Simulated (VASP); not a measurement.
Fe2Ir, 3 atoms in the cell. It takes space group Fm-3m (No. 225, cubic). The conventional cell has a = 5.557 Å, b = 5.557 Å, c = 5.557 Å, α = 90.00°, β = 90.00°, γ = 90.00°. Within 3.2 Å of Fe (site symmetry -43m) lie 4 Ir at 2.41 Å and 6 Fe at 2.78 Å. Within 3.2 Å of Ir (site symmetry m-3m) lie 8 Fe at 2.41 Å. 

| Quantity | Value |
| --- | --- |
| Program | VASP 6.6.1 |
| Task | single point |
| Functional | PBE |
| Potentials or basis | VASP PAW PBE potentials, release 64 (Fe, Ir) |
| Cutoff | 520 eV |
| k mesh | 14 × 14 × 14 |
| Occupations | gaussian, width 0.1 eV |
| Spin | no spin polarisation |
| Dipole correction | no |
| Further INCAR settings | ALGO = Fast; EDIFF = 1e-07; NBANDS = 20 |

Potentials or basis: VASP PAW PBE potentials, release 64 (Fe, Ir).

Command:

```console
$ cat potpaw_PBE.64/Fe/POTCAR potpaw_PBE.64/Ir/POTCAR > POTCAR
$ mpirun -np 1 vasp_std > vasp.out
```

Hardware: 1 thread of Intel(R) Xeon(R) 6975P-C (Granite Rapids), on a shared host.

Q: How long does it take, and how much memory?

A: Wall time 55 s on 1 thread of Intel(R) Xeon(R) 6975P-C (Granite Rapids), on a shared host, peak memory 0.23 GiB. Counts: scf iterations 17, k points 104.
